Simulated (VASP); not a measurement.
Here is a VASP 6.6.1 calculation.

The input POSCAR:

```
GaSb
1.0
    0.0000000000      3.0505494054      3.0505494054
    3.0505494054      0.0000000000      3.0505494054
    3.0505494054      3.0505494054      0.0000000000
Ga Sb
1 1
Direct
    0.0000000000      0.0000000000      0.0000000000
    0.2500000000      0.2500000000      0.2500000000
```

Contents of INCAR.step1:

```
SYSTEM = GaSb
  PREC = Accurate
  ENCUT = 520
  EDIFF = 1E-5
  ISMEAR = -1
  SIGMA = 0.02
  LREAL = .FALSE.
  LASPH = .TRUE.
  NELM = 60
  ALGO = Normal
  ISIF = 2
  LWAVE = .TRUE.
  LCHARG = .FALSE.
  GGA = PE
  NBANDS = 16
```

The input INCAR.step2:

```
SYSTEM = GaSb
  PREC = Accurate
  ENCUT = 520
  EDIFF = 1E-6
  ISMEAR = -1
  SIGMA = 0.02
  LREAL = .FALSE.
  LASPH = .TRUE.
  NELM = 60
  ALGO = Normal
  ISIF = 2
  LWAVE = .FALSE.
  LCHARG = .FALSE.
  GGA = PE
  LHFCALC = .TRUE.
  HFSCREEN = 0.2079
  PRECFOCK = Normal
  ISTART = 1
  NBANDS = 16
```

File KPOINTS:

```
Automatic mesh
0
G
  6 6 6
  0 0 0
```

Potentials or basis: VASP PAW PBE potentials, release 64 (Ga_d, Sb).

Run with:

```sh
$ cat potpaw_PBE.64/Ga_d/POTCAR potpaw_PBE.64/Sb/POTCAR > POTCAR
$ cp INCAR.step1 INCAR
$ mpirun -np 1 vasp_std > vasp.out
$ cp INCAR.step2 INCAR
$ mpirun -np 1 vasp_std > vasp.out
```

Question: Predict the band gap on the k mesh.

Answer: 0.91 eV.

Question: Estimate the pressure.

Answer: 0.6 GPa.

Caveat: the cell differs from its parent crystal (strain -0.5%); the PAW data sets were made with another functional, which shifts forces and pressure a little; spin-orbit coupling is left out, which moves the levels of the heavy elements. A k mesh can miss the band edges.
